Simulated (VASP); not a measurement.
Input of a VASP 6.6.1 run:

INCAR

```
SYSTEM = Al
PREC = Accurate
ENCUT = 520
EDIFF = 1E-6
ISMEAR = 0
SIGMA = 0.15
LREAL = .FALSE.
LASPH = .TRUE.
NELM = 100
ALGO = Fast
ISIF = 2
LWAVE = .FALSE.
LCHARG = .FALSE.
GGA = PE
IVDW = 12
NBANDS = 14
```

The input KPOINTS:

```
regular mesh
0
G
  18 18 4
  0 0 0
```

The input POSCAR:

```
Al
1.0
    2.8144222650      0.0000000000      0.0000000000
   -1.4072111325      2.4373611785      0.0000000000
    0.0000000000      0.0000000000      9.2410470710
Al
4
Direct
    0.0000000000      0.0000000000      0.0000000000
    0.3620529177      0.7241058354      0.1742510081
    0.0000000000      0.0000000000      0.5000000000
    0.6666666667      0.3333333333      0.7500000000
```

Potentials or basis: VASP PAW PBE potentials, release 64 (Al).

Run with:

```console
$ cat potpaw_PBE.64/Al/POTCAR > POTCAR
$ mpirun -np 1 vasp_std > vasp.out
```

Problem. What does it give for the pressure?

Solution. 12.7 GPa.

Problem. Estimate the dispersion energy per atom.

Solution. -0.352 eV.

Problem. What does it give for the band gap on the k mesh?

Solution. Zero (bands 6 and 7 overlap by 4.97 eV).

Forces on the atoms (eV/Å):
```
Al   0.000  0.662 -5.714
Al   0.000 -0.679  6.396
Al   0.000  0.002 -0.686
Al   0.000  0.015  0.005
```

Caveat: the cell differs from its parent crystal (atom 2 (Al) moved by +0.140 Å along [1 2 0] and -0.700 Å along [0 0 1]); the cell stands under pressure; forces of over 1 eV/Å act on the atoms, so gaps and moduli don't describe the material at rest.
